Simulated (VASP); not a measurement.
# TiO2 (P4_2/mnm) in VASP: single point with r2SCAN

Aim: the single point of TiO2 with r2SCAN.

Program: VASP 6.6.1. These are calculated values, not measurements. Logs are shortened: lines on timing, memory, paths and dates and some standing lists are left out, and cuts for length are marked.

### Step 1. The cell of the first run

The structure is tetragonal, space group P4_2/mnm (No. 136). The conventional cell has a = 4.726 Å, b = 4.726 Å, c = 2.794 Å, α = 90.00°, β = 90.00°, γ = 90.00°. Within 2.5 Å of Ti (site symmetry mmm) lie 6 O at 1.91 to 2.04 Å. Within 2.5 Å of O (site symmetry m2m) lie 3 Ti at 1.91 to 2.04 Å.

### Step 2. Single point, r2SCAN

File POSCAR:

```
TiO2
1.0
    4.7263032087      0.0000000000      0.0000000000
    0.0000000000      4.7263032087      0.0000000000
    0.0000000000      0.0000000000      2.7939635211
Ti O
2 4
Direct
    0.0000000000      0.0000000000      0.0000000000
    0.5000000000      0.5000000000      0.5000000000
    0.3046118010      0.3046118010      0.0000000000
    0.1953881990      0.8046118010      0.5000000000
    0.6953881990      0.6953881990      0.0000000000
    0.8046118010      0.1953881990      0.5000000000
```

File INCAR.step1:

```
SYSTEM = TiO2
PREC = Accurate ; ENCUT = 520
ISMEAR = 0 ; SIGMA = 0.05
LREAL = .False. ; LASPH = .True.
NELM = 100 ; NBANDS = 33
GGA = PE ; ALGO = Normal
EDIFF = 1E-4 ; LWAVE = .True.
LCHARG = .False.
```

File INCAR.step2:

```
SYSTEM = TiO2
PREC = Accurate ; ENCUT = 520
EDIFF = 1E-6 ; ISMEAR = 0
SIGMA = 0.05 ; LREAL = .False.
LASPH = .True. ; NELM = 100
ALGO = Normal ; ISIF = 2
LWAVE = .False. ; LCHARG = .False.
METAGGA = R2SCAN ; LMIXTAU = .True.
NBANDS = 33 ; ISTART = 1
```

File KPOINTS:

```
regular mesh
0
Gamma
  8 8 10
  0 0 0
```

Potentials or basis: VASP PAW PBE potentials, release 64 (Ti_sv, O).

On the command line:

```sh
$ cat potpaw_PBE.64/Ti_sv/POTCAR potpaw_PBE.64/O/POTCAR > POTCAR
$ cp INCAR.step1 INCAR
$ mpirun -np 1 vasp_std > vasp.out
$ cp INCAR.step2 INCAR
$ mpirun -np 1 vasp_std > vasp.out
```

OUTCAR:

```text
SYSTEM = TiO2
   PREC = Accurate
   ENCUT = 520
   EDIFF = 1E-6
   ISMEAR = 0
   LREAL = .False.
   LASPH = .True.
   NELM = 100
   ISIF = 2
   METAGGA = R2SCAN
   ISTART = 1

 ion  position               nearest neighbor table
   1  0.000  0.000  0.000-   4 1.91   6 1.91   4 1.91   6 1.91   5 2.04   3 2.04
   2  0.500  0.500  0.500-   3 1.91   5 1.91   3 1.91   5 1.91   4 2.04   6 2.04
   3  0.305  0.305  0.000-   2 1.91   2 1.91   1 2.04
   4  0.195  0.805  0.500-   1 1.91   1 1.91   2 2.04
   5  0.695  0.695  0.000-   2 1.91   2 1.91   1 2.04
   6  0.805  0.195  0.500-   1 1.91   1 1.91   2 2.04

  LATTYP: Found a simple tetragonal cell.
 ALAT       =     4.7263032087
 C/A-ratio  =     0.5911519845

  Lattice vectors:

 A1 = (   4.7263032087,   0.0000000000,   0.0000000000)
 A2 = (   0.0000000000,   4.7263032087,   0.0000000000)
 A3 = (   0.0000000000,   0.0000000000,   2.7939635211)

Analysis of symmetry for initial positions (statically):
=====================================================================
 Subroutine PRICEL returns:
 Original cell was already a primitive cell.

 Routine SETGRP: Setting up the symmetry group for a
 simple tetragonal supercell.

 Subroutine GETGRP returns: Found 16 space group operations
 (whereof  8 operations were pure point group operations)
 out of a pool of 16 trial point group operations.

The static configuration has the point symmetry D_2h.
 The point group associated with its full space group is D_4h.

Analysis of symmetry for dynamics (positions and initial velocities):
=====================================================================
 Subroutine PRICEL returns:
 Original cell was already a primitive cell.

 Routine SETGRP: Setting up the symmetry group for a
 simple tetragonal supercell.

 Subroutine GETGRP returns: Found 16 space group operations
 (whereof  8 operations were pure point group operations)
 out of a pool of 16 trial point group operations.

The dynamic configuration has the point symmetry D_2h.
 The point group associated with its full space group is D_4h.

 Subroutine INISYM returns: Found 16 space group operations
 (whereof  8 operations are pure point group operations),
 and found     1 'primitive' translations

----------------------------------------------------------------------------------------

                                     Primitive cell

  volume of cell :      62.4114

  direct lattice vectors                    reciprocal lattice vectors
     4.726303209  0.000000000  0.000000000     0.211581855  0.000000000  0.000000000
     0.000000000  4.726303209  0.000000000     0.000000000  0.211581855  0.000000000
     0.000000000  0.000000000  2.793963521     0.000000000  0.000000000  0.357914480

  length of vectors
     4.726303209  4.726303209  2.793963521     0.211581855  0.211581855  0.357914480

  position of ions in fractional coordinates (direct lattice)
     0.000000000  0.000000000  0.000000000
     0.500000000  0.500000000  0.500000000
     0.304611801  0.304611801  0.000000000
     0.195388199  0.804611801  0.500000000
     0.695388199  0.695388199  0.000000000
     0.804611801  0.195388199  0.500000000

  ion indices of the primitive-cell ions
   primitive index   ion index
                 1           1
                 2           2
                 3           3
                 4           4
                 5           5
                 6           6

----------------------------------------------------------------------------------------

 KPOINTS: regular mesh

Automatic generation of k-mesh.
 Grid dimensions read from file:
 generate k-points for:    8    8   10

 Generating k-lattice:

  Cartesian coordinates                     Fractional coordinates (reciprocal lattice)
     0.026447732  0.000000000  0.000000000     0.125000000  0.000000000  0.000000000
     0.000000000  0.026447732  0.000000000     0.000000000  0.125000000  0.000000000
     0.000000000  0.000000000  0.035791448     0.000000000  0.000000000  0.100000000

  Length of vectors
     0.026447732  0.026447732  0.035791448

  Shift w.r.t. Gamma in fractional coordinates (k-lattice)
     0.000000000  0.000000000  0.000000000

 Subroutine IBZKPT returns following result:
 ===========================================

 Found     90 irreducible k-points:

 Following reciprocal coordinates:
            Coordinates               Weight
  0.000000  0.000000  0.000000      1.000000
  0.125000  0.000000  0.000000      4.000000
  0.250000  0.000000  0.000000      4.000000
  0.375000  0.000000  0.000000      4.000000
  0.500000  0.000000  0.000000      2.000000
  0.125000  0.125000  0.000000      4.000000
[... 16 lines left out ...]
  0.375000  0.125000  0.100000     16.000000
  0.500000  0.125000  0.100000      8.000000
 [... further k-points ...]
   k-points           NKPTS =     90   k-points in BZ     NKDIM =     90   number of bands    NBANDS=     33
   number of dos      NEDOS =    301   number of ions     NIONS =      6
   total plane-waves  NPLWV =  31104
   dimension x,y,z NGX =    36 NGY =   36 NGZ =   24
   dimension x,y,z NGXF=    72 NGYF=   72 NGZF=   48
   ions per type =               2   4
   NGX,Y,Z   is equivalent  to a cutoff of  12.66, 12.66, 14.28 a.u.
   NGXF,Y,Z  is equivalent  to a cutoff of  25.33, 25.33, 28.56 a.u.
 SYSTEM =  TiO2
   PREC   = accura    normal or accurate (medium, high low for compatibility)
   ISTART =      1    job   : 0-new  1-cont  2-samecut
   ICHARG =      0    charge: 1-file 2-atom 10-const
   ISPIN  =      1    spin polarized calculation?
   LNONCOLLINEAR =      F non collinear calculations
   LSORBIT =      F    spin-orbit coupling
   LASPH  =      T    aspherical Exc in radial PAW
   ENCUT  =  520.0 eV  38.22 Ry    6.18 a.u.   8.79  8.79  5.19*2*pi/ulx,y,z
   NELM   =    100;   NELMIN=  2; NELMDL=  0     # of ELM steps
   EDIFF  = 0.1E-05   stopping-criterion for ELM
   LREAL  =      F    real-space projection
   EDIFFG = 0.1E-04   stopping-criterion for IOM
   NSW    =      0    number of steps for IOM
   IBRION =     -1    ionic relax: 0-MD 1-quasi-New 2-CG
   NFREE  =      0    steps in history (QN), initial steepest desc. (CG)
   ISIF   =      2    stress and relaxation
   ISYM   =      2    0-nonsym 1-usesym 2-fastsym
   POTIM  = 0.5000    time-step for ionic-motion
   TEBEG  =    0.0;   TEEND  =   0.0 temperature during run
   PSTRESS=    0.0 pullay stress
   NELECT =      48.0000    total number of electrons
   NUPDOWN=      -1.0000    fix difference up-down
   EMIN   =  10.00;   EMAX   =-10.00  energy-range for DOS
   EFERMI =   0.00;   METHOD = LEGACY
   ISMEAR =     0;   SIGMA  =   0.05  broadening in eV -4-tet -1-fermi 0-gaus
   EFERMI_NEDOS =   21; number of points for ismear=-14 and -15
   IALGO  =     38    algorithm
   IMIX   =      4    mixing-type and parameters
     AMIX     =   0.40;   BMIX     =  1.00
     AMIX_MAG =   1.60;   BMIX_MAG =  1.00
  volume/ion in A,a.u.               =      10.40        70.20
  Fermi-wavevector in a.u.,A,eV,Ry     =   1.499917  2.834432 30.609728  2.249752
  Thomas-Fermi vector in A             =   2.611485
   LORBIT       =      0    0 simple, 1 ext, 2 COOP (PROOUT), +10 PAW based schemes
   METAGGA = R2SCAN    functional components
   LHFCALC =     F    Hartree Fock is set to
   AEXX    =    0.0000 exact exchange contribution
   IVDW    =     0    specifies the selected vdW correction
   LEPSILON=     F    determine dielectric tensor
   LRPA    =     F    only Hartree local field effects (RPA)
 non-spin polarized calculation
 Gauss-broadening in eV      SIGMA  =   0.05
  energy-cutoff  :      520.00
  volume of cell :       62.41
 maximum number of plane-waves:      1707
 NGX is ok and might be reduce to    36
   NGX = 17   NGY = 17   NGZ = 11

 number of electron      47.9999987 magnetization

 Free energy of the ion-electron system (eV)
  ---------------------------------------------------
  ext. energy  EPLUGINS =         0.00000000
  ---------------------------------------------------
  free energy    TOTEN  =       -69.49474024 eV

  energy without entropy =      -69.49474024  energy(sigma->0) =      -69.49474024

 E-fermi :   4.5165     XC(G=0): -12.1258

 val. band max:        4.1816263869   @ k =   0.1250   0.1250   0.0000
 cond. band min:       6.5513353892   @ k =   0.5000   0.5000   0.0000
 fundamental gap:      2.3697090023
 Fermi energy:         4.5164697976

 k-point     1 :       0.0000    0.0000    0.0000
  band No.  band energies     occupation
      1     -54.5618      2.00000
      2     -54.5468      2.00000
      3     -29.8407      2.00000
      4     -29.8407      2.00000
      5     -29.6536      2.00000
      6     -29.6536      2.00000
[... 25 lines left out ...]
     32      11.6624      0.00000
     33      11.6624      0.00000

 k-point     2 :       0.1250    0.0000    0.0000
  band No.  band energies     occupation
      1     -54.5613      2.00000
      2     -54.5474      2.00000
      3     -29.8360      2.00000
      4     -29.8357      2.00000
      5     -29.6591      2.00000
      6     -29.6587      2.00000
[... 25 lines left out ...]
     32      11.6191      0.00000
     33      11.6268      0.00000

 k-point     3 :       0.2500    0.0000    0.0000
  band No.  band energies     occupation
      1     -54.5596      2.00000
      2     -54.5490      2.00000
      3     -29.8234      2.00000
      4     -29.8225      2.00000
      5     -29.6735      2.00000
      6     -29.6725      2.00000
[... 25 lines left out ...]
     32      11.5140      0.00000
     33      11.5352      0.00000

 k-point     4 :       0.3750    0.0000    0.0000
  band No.  band energies     occupation
      1     -54.5572      2.00000
      2     -54.5514      2.00000
      3     -29.8076      2.00000
      4     -29.8065      2.00000
      5     -29.6908      2.00000
      6     -29.6896      2.00000
[... 25 lines left out ...]
     32      11.3083      0.00000
     33      11.4137      0.00000

 k-point     5 :       0.5000    0.0000    0.0000
  band No.  band energies     occupation
      1     -54.5543      2.00000
      2     -54.5543      2.00000
      3     -29.7989      2.00000
      4     -29.7989      2.00000
      5     -29.6989      2.00000
      6     -29.6989      2.00000
[... 604 lines left out ...]
 k-point    22 :       0.2500    0.1250    0.1000
  band No.  band energies     occupation
      1     -54.5518      2.00000
      2     -54.5424      2.00000
      3     -29.8206      2.00000
      4     -29.7883      2.00000
      5     -29.6895      2.00000
      6     -29.6530      2.00000
[... 25 lines left out ...]
     32      11.0960      0.00000
     33      11.4697      0.00000

 k-point    23 :       0.3750    0.1250    0.1000
  band No.  band energies     occupation
      1     -54.5496      2.00000
      2     -54.5445      2.00000
      3     -29.8085      2.00000
      4     -29.7815      2.00000
      5     -29.6977      2.00000
      6     -29.6681      2.00000
[... 25 lines left out ...]
     32      10.8905      0.00000
     33      11.3659      0.00000

 k-point    24 :       0.5000    0.1250    0.1000
  band No.  band energies     occupation
      1     -54.5470      2.00000
      2     -54.5470      2.00000
      3     -29.7920      2.00000
      4     -29.7920      2.00000
      5     -29.6868      2.00000
      6     -29.6868      2.00000
[... 25 lines left out ...]
     32      10.5322      0.00000
     33      11.3650      0.00000

 [... further k-points ...]

------------------------ aborting loop because EDIFF is reached ----------------------------------------

  FORCE on cell =-STRESS in cart. coord.  units (eV):
  Direction    XX          YY          ZZ          XY          YZ          ZX
  --------------------------------------------------------------------------------------
  -------------------------------------------------------------------------------------
  Total       -1.2926747     -1.2926747      9.6038267     -0.0000000      0.0000000      0.0000000
  in kB      -33.1845503    -33.1845503    246.5420521     -0.0000000      0.0000000      0.0000000
  external PRESSURE =      60.0576505 kB  Pullay stress =       0.0000000 kB

 VOLUME and BASIS-vectors are now :
 -----------------------------------------------------------------------------
  energy-cutoff  :      520.00
  volume of cell :       62.41
      direct lattice vectors                 reciprocal lattice vectors
     4.726303209  0.000000000  0.000000000     0.211581855  0.000000000  0.000000000
     0.000000000  4.726303209  0.000000000     0.000000000  0.211581855  0.000000000
     0.000000000  0.000000000  2.793963521     0.000000000  0.000000000  0.357914480

 POSITION                                       TOTAL-FORCE (eV/Angst)
 -----------------------------------------------------------------------------------
      0.00000      0.00000      0.00000         0.000000      0.000000      0.000000
      2.36315      2.36315      1.39698         0.000000      0.000000      0.000000
      1.43969      1.43969      0.00000        -0.091539     -0.091539      0.000000
      0.92346      3.80284      1.39698         0.091539     -0.091539      0.000000
      3.28662      3.28662      0.00000         0.091539      0.091539     -0.000000
      3.80284      0.92346      1.39698        -0.091539      0.091539     -0.000000
 -----------------------------------------------------------------------------------
    total drift:                                0.000000      0.000000      0.000000

  FREE ENERGIE OF THE ION-ELECTRON SYSTEM (eV)
  ---------------------------------------------------
  free  energy   TOTEN  =       -69.4947402407 eV

  energy  without entropy=      -69.4947402407  energy(sigma->0) =      -69.49474024
```

It took 14 min on 1 thread of Intel Xeon 8259CL, shared host; peak memory 0.28 GiB.

What came out:

```yaml
Free_energy: -69.4947 eV
Pressure: 6.0 GPa
Largest_force: 0.129 eV/Å
Band_gap_on_the_k_mesh: 2.37 eV (least direct gap 2.38 eV)
```

Forces in eV/Å, atoms in the order of the input:
```
Ti   0.000  0.000  0.000
Ti   0.000  0.000  0.000
O   -0.092 -0.092  0.000
O    0.092 -0.092  0.000
O    0.092  0.092  0.000
O   -0.092  0.092  0.000
```

Stress tensor (GPa, compression positive):
```
-3.32  0.00  0.00
 0.00 -3.32  0.00
 0.00  0.00 24.65
```

Caveat: the cell stands under pressure; the PAW data sets were made with another functional, which shifts forces and pressure a little. A k mesh can miss the band edges.
